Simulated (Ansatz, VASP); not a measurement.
# KCd2Os3 in VASP and in Ansatz

```
K Cd Os
1.0
     5.33646    0.00000    0.00000
    -2.66823    4.62151    0.00000
     0.00000    0.00000    4.82291
K Cd Os
1 2 3
Direct
  0.00000 0.00000 0.00000
  0.33333 0.66667 0.00000
  0.66667 0.33333 0.00000
  0.50000 0.00000 0.50000
  0.50000 0.50000 0.50000
  0.00000 0.50000 0.50000
```

Alike in both runs: functional PBE; k mesh 3 × 3 × 6; occupations gaussian, width 0.1 eV; no spin polarisation.

Ansatz relaxed the structure, and its values are those at the end. VASP's run is a single point on that final structure, the one shown.

|  | VASP | Ansatz |
| --- | --- | --- |
| version | VASP 6.6.1 | Ansatz 0.2.0 |
| potentials or method | VASP PAW PBE potentials, release 64 (K_sv, Cd, Os), cutoff 520 eV | scalar-relativistic, plane waves, PAW |
| valence electrons in the cell | 57 | 97 |

Ansatz gave:

| Item | Value |
| --- | --- |
| gap on the k mesh at the Fermi level (eV) | none |
| pressure (GPa) | -0.1 |

Question: What did VASP give for the same quantities?

Answer: gap on the k mesh at the Fermi level (eV): none; pressure (GPa): 0.2.

A gap of «none» marks a metal or a gap that the smearing closes. With one functional, cell and mesh, what is left measures potentials, basis and numerics. VASP's potentials hold 57 valence electrons a cell and Ansatz's 97, so a difference there can come from the potentials and not from the codes.

The k mesh is coarse, so the values compare programs but aren't converged. Neither program's run includes spin-orbit coupling.
